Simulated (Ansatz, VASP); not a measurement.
**Two plane-wave programs on Ni**

```
Ni
1.0
     0.00000    1.71266    1.88393
     1.71266    0.00000    1.88393
     1.71266    1.71266    0.00000
Ni
1
Direct
  0.00000 0.00000 0.00000
```

Alike in both runs: task single point; functional PBEsol; k mesh 26 × 26 × 26; occupations gaussian, width 0.15 eV; collinear spin.

|  | VASP | Ansatz |
| --- | --- | --- |
| version | VASP 6.6.1 | Ansatz 0.2.0 |
| potentials or method | VASP PAW PBE potentials, release 64 (Ni), cutoff 520 eV | scalar-relativistic, plane waves, PAW |
| valence electrons in the cell | 10 | 18 |

Ansatz gave:

| Property | Result |
| --- | --- |
| gap on the k mesh at the Fermi level (eV) | none |
| pressure (GPa) | -11.5 |
| traceless stress, the component that is largest in VASP (GPa) | -8.83 |
| net moment per atom (μB) | 0.64 |
| size of the moment on the site where the two differ most (μB) | 0.68 |

**Question.** Which values does VASP return?

**Answer.** gap on the k mesh at the Fermi level (eV): none; pressure (GPa): -11.5; traceless stress, the component that is largest in VASP (GPa): -8.55; net moment per atom (μB): 0.62; size of the moment on the site where the two differ most (μB): 0.64.

VASP's potentials were made for PBE, not for PBEsol. Site moments also hang on the region over which each program counts them. A gap of «none» marks a metal or a gap that the smearing closes. With one functional, cell and mesh, what is left measures potentials, basis and numerics. VASP's potentials hold 10 valence electrons a cell and Ansatz's 18, so a difference there can come from the potentials and not from the codes.
